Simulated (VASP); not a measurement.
Write the native input for VASP 6.6.1 that does the following.

```yaml
Task: single point
Functional: RPBE
Potentials_or_basis: VASP PAW PBE potentials, release 64 (Sn_d, O)
Cutoff: 520 eV
k_mesh: 6 × 6 × 8
Occupations: fermi-dirac, width 0.05 eV
Spin: no spin polarisation
Dipole_correction: no
Further_INCAR_settings: ALGO = Normal; EDIFF = 1e-06; NBANDS = 35
```

The structure of SnO2 (Cassiterite) lies in POSCAR:

```
SnO2
1.0
    4.7380000000      0.0000000000      0.0000000000
    0.0000000000      4.7380000000      0.0000000000
    0.0000000000      0.0000000000      3.1865000000
Sn O
2 4
Direct
    0.5000000000      0.5000000000      0.5000000000
    0.0000000000      0.0000000000      0.0000000000
    0.8071000000      0.1929000000      0.5000000000
    0.6929000000      0.6929000000      0.0000000000
    0.1929000000      0.8071000000      0.5000000000
    0.3071000000      0.3071000000      0.0000000000
```

The input as run:

INCAR

```
SYSTEM = SnO2
PREC = Accurate ; ENCUT = 520
EDIFF = 1E-6 ; ISMEAR = -1
SIGMA = 0.05 ; LREAL = .False.
LASPH = .True. ; NELM = 100
ALGO = Normal ; ISIF = 2
LWAVE = .False. ; LCHARG = .True.
GGA = RP ; LELF = .True.
LVHAR = .True. ; NBANDS = 35
```

KPOINTS

```
Automatic mesh
0
Gamma
  6 6 8
  0 0 0
```

Potentials or basis: VASP PAW PBE potentials, release 64 (Sn_d, O).

Command:

```console
$ cat potpaw_PBE.64/Sn_d/POTCAR potpaw_PBE.64/O/POTCAR > POTCAR
$ mpirun -np 1 vasp_std > vasp.out
```

It gave:

```yaml
Pressure: 16.0 GPa
Largest_force: 0.326 eV/Å
Band_gap_on_the_k_mesh: 1.36 eV, direct
```

Caveat: the PAW data sets were made with another functional, which shifts forces and pressure a little; spin-orbit coupling is left out, which moves the levels of the heavy elements.

It took 52 s on 1 thread of AMD EPYC 9R45 96-Core Processor (Zen 5) (shared host), peak memory 0.2 GiB.
